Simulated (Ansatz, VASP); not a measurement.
Two plane-wave programs on LaAl3As2H6O14

The input POSCAR:

```
LaAl3As2H6O14
1.0
    3.5158000000      2.0298480764      5.5050333333
   -3.5158000000      2.0298480764      5.5050333333
    0.0000000000     -4.0596961528      5.5050333333
La Al H As O
1 3 6 2 14
Direct
    0.0000000000      0.0000000000      0.0000000000
    0.0000000000      0.0000000000      0.5000000000
    0.5000000000      0.0000000000      0.0000000000
    0.0000000000      0.5000000000      0.0000000000
    0.3194852071      0.7142829983      0.3194852071
    0.3194852071      0.3194852071      0.7142829983
    0.7142829983      0.3194852071      0.3194852071
    0.6805147929      0.2857170017      0.6805147929
    0.2857170017      0.6805147929      0.6805147929
    0.6805147929      0.6805147929      0.2857170017
    0.3164716133      0.3164716133      0.3164716133
    0.6835283867      0.6835283867      0.6835283867
    0.5818354255      0.5818354255      0.5818354255
    0.4181645745      0.4181645745      0.4181645745
    0.1487978789      0.5409238864      0.1487978789
    0.1487978789      0.1487978789      0.5409238864
    0.5409238864      0.1487978789      0.1487978789
    0.8512021211      0.4590761136      0.8512021211
    0.4590761136      0.8512021211      0.8512021211
    0.8512021211      0.8512021211      0.4590761136
    0.2609548630      0.8897253234      0.2609548630
    0.2609548630      0.2609548630      0.8897253234
    0.8897253234      0.2609548630      0.2609548630
    0.7390451370      0.1102746766      0.7390451370
    0.1102746766      0.7390451370      0.7390451370
    0.7390451370      0.7390451370      0.1102746766
```

File INCAR.step1:

```
  ALGO = Normal
  EDIFF = 1E-4
  ENCUT = 520
  GGA = PE
  ISMEAR = -1
  LASPH = T
  LCHARG = F
  LREAL = Auto
  LWAVE = T
  NBANDS = 79
  NELM = 100
  PREC = Accurate
  SIGMA = 0.02
```

The input INCAR.step2:

```
  ALGO = Normal
  EDIFF = 1E-8
  ENCUT = 520
  ISIF = 2
  ISMEAR = -1
  ISTART = 1
  LASPH = T
  LCHARG = F
  LEFG = T
  LMIXTAU = T
  LREAL = Auto
  LWAVE = F
  METAGGA = R2SCAN
  NBANDS = 79
  NELM = 100
  PREC = Accurate
  SIGMA = 0.02
```

File KPOINTS:

```
k-points
0
Gamma
  4 4 4
```

Input for Ansatz:

```yaml
crystal:
  lattice:
    - [3.5158, 2.0298480764, 5.5050333333]
    - [-3.5158, 2.0298480764, 5.5050333333]
    - [0.0, -4.0596961528, 5.5050333333]
  atoms:
    - { symbol: La, position: [0.0, 0.0, 0.0] }
    - { symbol: Al, position: [0.0, 0.0, 0.5] }
    - { symbol: Al, position: [0.5, 0.0, 0.0] }
    - { symbol: Al, position: [0.0, 0.5, 0.0] }
    - { symbol: H, position: [0.3194852071, 0.7142829983, 0.3194852071] }
    - { symbol: H, position: [0.3194852071, 0.3194852071, 0.7142829983] }
    - { symbol: H, position: [0.7142829983, 0.3194852071, 0.3194852071] }
    - { symbol: H, position: [0.6805147929, 0.2857170017, 0.6805147929] }
    - { symbol: H, position: [0.2857170017, 0.6805147929, 0.6805147929] }
    - { symbol: H, position: [0.6805147929, 0.6805147929, 0.2857170017] }
    - { symbol: As, position: [0.3164716133, 0.3164716133, 0.3164716133] }
    - { symbol: As, position: [0.6835283867, 0.6835283867, 0.6835283867] }
    - { symbol: O, position: [0.5818354255, 0.5818354255, 0.5818354255] }
    - { symbol: O, position: [0.4181645745, 0.4181645745, 0.4181645745] }
    - { symbol: O, position: [0.1487978789, 0.5409238864, 0.1487978789] }
    - { symbol: O, position: [0.1487978789, 0.1487978789, 0.5409238864] }
    - { symbol: O, position: [0.5409238864, 0.1487978789, 0.1487978789] }
    - { symbol: O, position: [0.8512021211, 0.4590761136, 0.8512021211] }
    - { symbol: O, position: [0.4590761136, 0.8512021211, 0.8512021211] }
    - { symbol: O, position: [0.8512021211, 0.8512021211, 0.4590761136] }
    - { symbol: O, position: [0.260954863, 0.8897253234, 0.260954863] }
    - { symbol: O, position: [0.260954863, 0.260954863, 0.8897253234] }
    - { symbol: O, position: [0.8897253234, 0.260954863, 0.260954863] }
    - { symbol: O, position: [0.739045137, 0.1102746766, 0.739045137] }
    - { symbol: O, position: [0.1102746766, 0.739045137, 0.739045137] }
    - { symbol: O, position: [0.739045137, 0.739045137, 0.1102746766] }
kpoints:
  mp_grid: { grid: [4, 4, 4] }
scf:
  occupations: { method: fermi_dirac, width: 0.02 }
hamiltonian:
  xc: r2scan
  pseudopotentials: { kind: paw }
output:
  forces: true
  stress: true
  populations: true
  efg:
    quadrupole_moments_barn: { La: 0.206, Al: 0.1466, H: 0.00285783, As: 0.311, O: -0.02558 }
    contact_densities: true
  write_density: true
  write_potential: true
  elf: true
  volumetric_format: npy
```

Alike in both runs: task electric field gradients; functional r2SCAN; k mesh 4 × 4 × 4; occupations fermi-dirac, width 0.02 eV; no spin polarisation.

|  | VASP | Ansatz |
| --- | --- | --- |
| version | VASP 6.6.1 | Ansatz 0.2.0 |
| potentials or method | VASP PAW PBE potentials, release 64 (La, Al, H, As, O) | plane-wave PAW, scalar-relativistic |
| plane-wave cutoff (eV) | 520 | 500 |
| valence electrons in the cell | 120 | 140 |

```tsv
	VASP	Ansatz	Ansatz less VASP
gap on the k mesh at the Fermi level (eV)	5.18	5.21	+0.024
pressure (GPa)	-0.3	-0.8	-0.56
traceless stress, the component that is largest in VASP (GPa)	0.10	-0.02	-0.123
rms of the force components (eV/Å)	0.137	0.238	+0.1002
size of Vzz on the site where it differs most (V/Å²)	91.7	93.8	+2.07
```

VASP's potentials were made for PBE, not for r2SCAN. Atom by atom the forces differ by 0.113 eV/Å (rms over components). With one functional, cell and mesh, what is left measures potentials, basis and numerics. VASP's potentials hold 120 valence electrons a cell and Ansatz's 140, so a difference there can come from the potentials and not from the codes.

Spin-orbit coupling is off throughout.
